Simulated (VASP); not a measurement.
# Cd in VASP: single point with PBE

Aim: the single point of Cd with PBE.

All numbers are computed with VASP 6.6.1; they aren't measurements. Logs are shortened: lines on timing, memory, paths and dates and some standing lists are left out, and cuts for length are marked.

**1. The cell of the first run**

The cell holds a wire or tube with vacuum around it, 4 atoms: a = 11.800 Å, b = 9.300 Å, c = 5.427 Å, α = 90.00°, β = 90.00°, γ = 90.00°.

**2. Single point, PBE, collinear spin**

INCAR

```
SYSTEM = Cd
PREC = Accurate ; ENCUT = 520
EDIFF = 1E-7 ; ISMEAR = 0
SIGMA = 0.05 ; LREAL = .False.
LASPH = .True. ; NELM = 150
ALGO = Normal ; ISIF = 2
LWAVE = .False. ; LCHARG = .True.
ISPIN = 2 ; MAGMOM = 0.5 0.5 0.5 0.5
LORBIT = 11 ; GGA = PE
LELF = .True. ; LVHAR = .True.
NBANDS = 36
```

KPOINTS

```
Automatic mesh
0
Gamma
  1 1 12
  0 0 0
```

POSCAR

```
Cd
1.0
   11.8000000000      0.0000000000      0.0000000000
    0.0000000000      9.3000000000      0.0000000000
    0.0000000000      0.0000000000      5.4267285797
Cd
4
Direct
    0.3792782837      0.5000000000      0.0000000000
    0.3792782837      0.5000000000      0.5000000000
    0.6207217163      0.5000000000      0.0000000000
    0.6207217163      0.5000000000      0.5000000000
```

Potentials or basis: VASP PAW PBE potentials, release 64 (Cd).

Run with:

```
cat potpaw_PBE.64/Cd/POTCAR > POTCAR
mpirun -np 1 vasp_std > vasp.out
```

OUTCAR:

```text
SYSTEM = Cd
   PREC = Accurate
   ENCUT = 520
   EDIFF = 1E-7
   ISMEAR = 0
   LREAL = .False.
   LASPH = .True.
   NELM = 150
   ISIF = 2
   ISPIN = 2
   LORBIT = 11
   GGA = PE

 ion  position               nearest neighbor table
   1  0.379  0.500  0.000-   2 2.71   2 2.71   3 2.85
   2  0.379  0.500  0.500-   1 2.71   1 2.71   4 2.85
   3  0.621  0.500  0.000-   4 2.71   4 2.71   1 2.85
   4  0.621  0.500  0.500-   3 2.71   3 2.71   2 2.85

  LATTYP: Found a simple orthorhombic cell.
 ALAT       =     5.4267285797
 B/A-ratio  =     1.7137396616
 C/A-ratio  =     2.1744223664

  Lattice vectors:

 A1 = (   0.0000000000,   0.0000000000,  -5.4267285797)
 A2 = (   0.0000000000,   9.3000000000,   0.0000000000)
 A3 = (  11.8000000000,   0.0000000000,   0.0000000000)

Analysis of symmetry for initial positions (statically):
=====================================================================
 Subroutine PRICEL returns following result:

  LATTYP: Found a simple orthorhombic cell.
 ALAT       =     2.7133642898
 B/A-ratio  =     3.4274793233
 C/A-ratio  =     4.3488447328
[... 12 lines left out ...]
 Subroutine GETGRP returns: Found  8 space group operations
 (whereof  8 operations were pure point group operations)
 out of a pool of  8 trial point group operations.

The static configuration has the point symmetry D_2h.

Analysis of symmetry for dynamics (positions and initial velocities):
=====================================================================
 Subroutine PRICEL returns following result:

  LATTYP: Found a simple orthorhombic cell.
 ALAT       =     2.7133642898
 B/A-ratio  =     3.4274793233
 C/A-ratio  =     4.3488447328
[... 12 lines left out ...]
 Subroutine GETGRP returns: Found  8 space group operations
 (whereof  8 operations were pure point group operations)
 out of a pool of  8 trial point group operations.

The dynamic configuration has the point symmetry D_2h.

Analysis of structural, dynamic, and magnetic symmetry:
=====================================================================
 Subroutine PRICEL returns following result:

  LATTYP: Found a simple orthorhombic cell.
 ALAT       =     2.7133642898
 B/A-ratio  =     3.4274793233
 C/A-ratio  =     4.3488447328
[... 12 lines left out ...]
 Subroutine GETGRP returns: Found  8 space group operations
 (whereof  8 operations were pure point group operations)
 out of a pool of  8 trial point group operations.

The overall configuration has the point symmetry D_2h.

 Subroutine INISYM returns: Found  8 space group operations
 (whereof  8 operations are pure point group operations),
[... 105 lines left out ...]
   AEXX    =    0.0000 exact exchange contribution
   IVDW    =     0    specifies the selected vdW correction
   LEPSILON=     F    determine dielectric tensor
   LRPA    =     F    only Hartree local field effects (RPA)
 spin polarized calculation
 Gauss-broadening in eV      SIGMA  =   0.05
  energy-cutoff  :      520.00
  volume of cell :      595.53
 maximum number of plane-waves:     16062
 NGX is ok and might be reduce to    90
   NGX = 43   NGY = 35   NGZ = 21

 number of electron      47.9999992 magnetization       0.2125075

 Free energy of the ion-electron system (eV)
  ---------------------------------------------------
  ext. energy  EPLUGINS =         0.00000000
  ---------------------------------------------------
  free energy    TOTEN  =        -0.37835439 eV

  energy without entropy =       -0.37238532  energy(sigma->0) =       -0.37536986

 E-fermi :  -2.4700     XC(G=0):  -2.9986

 val. band max:       -2.5151902385   @ k =   0.0000   0.0000   0.0833
 cond. band min:      -2.4696540964   @ k =   0.0000   0.0000   0.0000
 fundamental gap:      0.0455361421
 Fermi energy:        -2.4699505911

 spin component 1

 k-point     1 :       0.0000    0.0000    0.0000
  band No.  band energies     occupation
      1     -12.6688      1.00000
      2     -12.5471      1.00000
      3     -12.2212      1.00000
      4     -11.9714      1.00000
      5     -11.9120      1.00000
      6     -11.8894      1.00000
[... 262 lines left out ...]
     35       2.3540      0.00000
     36       2.3540      0.00000
 Fermi energy:        -2.4699505911

 spin component 2

 k-point     1 :       0.0000    0.0000    0.0000
  band No.  band energies     occupation
      1     -12.6670      1.00000
      2     -12.5461      1.00000
      3     -12.2090      1.00000
      4     -11.9691      1.00000
      5     -11.8998      1.00000
      6     -11.8877      1.00000
[... 262 lines left out ...]
     35       2.4421      0.00000
     36       2.4421      0.00000

------------------------ aborting loop because EDIFF is reached ----------------------------------------

  FORCE on cell =-STRESS in cart. coord.  units (eV):
  Direction    XX          YY          ZZ          XY          YZ          ZX
  --------------------------------------------------------------------------------------
  -------------------------------------------------------------------------------------
  Total        2.4245324      0.0758116      3.3778617      0.0000000     -0.0000000      0.0000000
  in kB        6.5228219      0.2039592      9.0876038      0.0000000     -0.0000000      0.0000000
  external PRESSURE =       5.2714616 kB  Pullay stress =       0.0000000 kB

 VOLUME and BASIS-vectors are now :
 -----------------------------------------------------------------------------
  energy-cutoff  :      520.00
  volume of cell :      595.53
      direct lattice vectors                 reciprocal lattice vectors
    11.800000000  0.000000000  0.000000000     0.084745763  0.000000000  0.000000000
     0.000000000  9.300000000  0.000000000     0.000000000  0.107526882  0.000000000
     0.000000000  0.000000000  5.426728580     0.000000000  0.000000000  0.184273082

 POSITION                                       TOTAL-FORCE (eV/Angst)
 -----------------------------------------------------------------------------------
      4.47548      4.65000      0.00000        -0.431241     -0.000000     -0.000000
      4.47548      4.65000      2.71336        -0.431241     -0.000000     -0.000000
      7.32452      4.65000      0.00000         0.431241      0.000000      0.000000
      7.32452      4.65000      2.71336         0.431241      0.000000      0.000000
 -----------------------------------------------------------------------------------
    total drift:                               -0.000000      0.000000      0.000000

  FREE ENERGIE OF THE ION-ELECTRON SYSTEM (eV)
  ---------------------------------------------------
  free  energy   TOTEN  =        -0.3783543915 eV

  energy  without entropy=       -0.3723853192  energy(sigma->0) =       -0.37536986

 total charge

# of ion       s       p       d       tot
------------------------------------------
    1        0.644   0.205   9.488  10.337
    2        0.644   0.205   9.488  10.337
    3        0.644   0.205   9.488  10.337
    4        0.644   0.205   9.488  10.337
--------------------------------------------------
tot          2.578   0.819  37.952  41.349

 magnetization (x)

# of ion       s       p       d       tot
------------------------------------------
    1       -0.001   0.011  -0.001   0.010
    2       -0.001   0.011  -0.001   0.010
    3       -0.001   0.011  -0.001   0.010
    4       -0.001   0.011  -0.001   0.010
--------------------------------------------------
tot         -0.002   0.044  -0.004   0.038
```

It took 7.7 min on 1 thread of AMD EPYC 7R13 (Zen 3), shared host; peak memory 0.79 GiB.

What came out:

| Quantity | Value |
| --- | --- |
| Free energy | -0.3784 eV |
| Largest force | 0.431 eV/Å |
| Net moment | 0.21 μB per cell |
| Valence electrons inside the program's atomic spheres | Cd 10.34 |

Forces on the atoms (eV/Å):
```
Cd  -0.431  0.000  0.000
Cd  -0.431  0.000  0.000
Cd   0.431  0.000  0.000
Cd   0.431  0.000  0.000
```

Caveat: a moment this small can come from the mesh or the smearing.
